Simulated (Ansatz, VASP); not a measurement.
**InSb: VASP beside Ansatz**

File INCAR:

```
PREC = Accurate
ENCUT = 520
EDIFF = 1E-7
ISMEAR = -1
SIGMA = 0.02
LREAL = F
LASPH = T
NELM = 100
ALGO = Normal
ISIF = 2
LWAVE = F
LCHARG = F
GGA = PE
NBANDS = 16
```

KPOINTS

```
regular mesh
0
Gamma
  6 6 6
```

Contents of POSCAR:

```
InSb
1.0
    0.0000000000      3.1483324968      3.1483324968
    3.1483324968      0.0000000000      3.1483324968
    3.1483324968      3.1483324968      0.0000000000
In Sb
1 1
Direct
    0.0000000000      0.0000000000      0.0000000000
    0.2500000000      0.2500000000      0.2500000000
```

Input for Ansatz:

```yaml
crystal:
  lattice:
    - [0.0, 3.1483324968, 3.1483324968]
    - [3.1483324968, 0.0, 3.1483324968]
    - [3.1483324968, 3.1483324968, 0.0]
  atoms:
    - { symbol: In, position: [0.0, 0.0, 0.0] }
    - { symbol: Sb, position: [0.25, 0.25, 0.25] }
kpoints:
  mp_grid: { grid: [6, 6, 6] }
  band_path:
    path:
      - [0.0, 0.0, 0.0]
      - [-0.5, -0.5, 0.0]
      - [-0.375, -0.375, 0.25]
      - [-0.375, 0.0, 0.375]
      - [0.0, 0.0, 0.5]
      - [-0.5, -0.25, 0.25]
    npoints: 1
hamiltonian:
  xc: pbe
scf:
  occupations: { method: fermi_dirac, width: 0.02 }
  n_extra_bands: 4
output:
  forces: true
  stress: true
  eigenvalues: true
```

Change from the starting cell: hydrostatic strain -4.0%.

Alike in both runs: task single point; functional PBE; k mesh 6 × 6 × 6; occupations fermi-dirac, width 0.02 eV; no spin polarisation.

|  | VASP | Ansatz |
| --- | --- | --- |
| version | VASP 6.6.1 | Ansatz 0.2.0 |
| potentials or method | VASP PAW PBE potentials, release 64 (In_d, Sb) | plane waves, PAW |
| plane-wave cutoff (eV) | 520 | 420 |
| valence electrons in the cell | 18 | 28 |

|  | VASP | Ansatz | Ansatz less VASP |
| --- | --- | --- | --- |
| pressure (GPa) | 8.4 | 8.4 | +0.02 |

VASP's potentials hold 18 valence electrons a cell and Ansatz's 28, so a difference there can come from the potentials and not from the codes.

Neither program's run includes spin-orbit coupling.
